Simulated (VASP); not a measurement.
Here is a VASP 6.6.1 calculation.

INCAR

```
SYSTEM = Ta
  ALGO = Normal
  EDIFF = 1E-7
  ENCUT = 520
  GGA = PS
  ISIF = 2
  ISMEAR = -1
  LASPH = .TRUE.
  LCHARG = .FALSE.
  LREAL = .FALSE.
  LWAVE = .FALSE.
  NBANDS = 12
  NELM = 100
  PREC = Accurate
  SIGMA = 0.05
```

KPOINTS

```
k-points
0
G
  15 15 15
  0 0 0
```

Contents of POSCAR:

```
Ta
1.0
   -1.6401972500      1.6401972500      1.6401972500
    1.6401972500     -1.6401972500      1.6401972500
    1.6401972500      1.6401972500     -1.6401972500
Ta
1
Direct
    0.0000000000      0.0000000000      0.0000000000
```

Potentials or basis: VASP PAW PBE potentials, release 64 (Ta_pv).

Command:

```bash
$ cat potpaw_PBE.64/Ta_pv/POTCAR > POTCAR
$ mpirun -np 1 vasp_std > vasp.out
```

(1) What does it give for the pressure?

Answers

(1) 0.2 GPa.

Caveat: the PAW data sets were made with another functional, which shifts forces and pressure a little.
